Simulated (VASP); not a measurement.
Wanted: the native input for a VASP 6.6.1 run.

```
Task                   : single point
Functional             : PBE
Potentials or basis    : VASP PAW PBE potentials, release 64 (Au)
Cutoff                 : 500 eV
k mesh                 : 8 × 8 × 8
Occupations            : gaussian, width 0.1 eV
Spin                   : no spin polarisation
Dipole correction      : no
Further INCAR settings : ALGO = Normal; EDIFF = 1e-06; NBANDS = 12
```

The structure of Au lies in POSCAR:

```
Au
1.0
    0.0000000000      2.0364497407      2.0364497407
    2.0364497407      0.0000000000      2.0364497407
    2.0364497407      2.0364497407      0.0000000000
Au
1
Direct
    0.0000000000      0.0000000000      0.0000000000
```

One way to write it, as run:

INCAR

```
SYSTEM = Au
PREC = Accurate ; ENCUT = 500
EDIFF = 1E-6 ; ISMEAR = 0
SIGMA = 0.1 ; LREAL = .False.
LASPH = .True. ; NELM = 120
ALGO = Normal ; ISIF = 2
LWAVE = .False. ; LCHARG = .True.
GGA = PE ; LELF = .True.
LVHAR = .True. ; NBANDS = 12
GGA_COMPAT = .False.
```

KPOINTS

```
Automatic mesh
0
Gamma
  8 8 8
  0 0 0
```

Potentials or basis: VASP PAW PBE potentials, release 64 (Au).

Command:

```sh
$ cat potpaw_PBE.64/Au/POTCAR > POTCAR
$ mpirun -np 1 vasp_std > vasp.out
```

Results of the run:

* Pressure: 11.1 GPa
* Band gap on the k mesh: zero (an odd number of electrons rules out a gap without spin polarisation)

Caveat: the cell stands under pressure; spin-orbit coupling is left out, which moves the levels of the heavy elements.

Wall time 5.2 s on 1 thread of Intel(R) Xeon(R) Platinum 8488C (Sapphire Rapids), with other jobs on the host, peak memory 0.14 GiB.
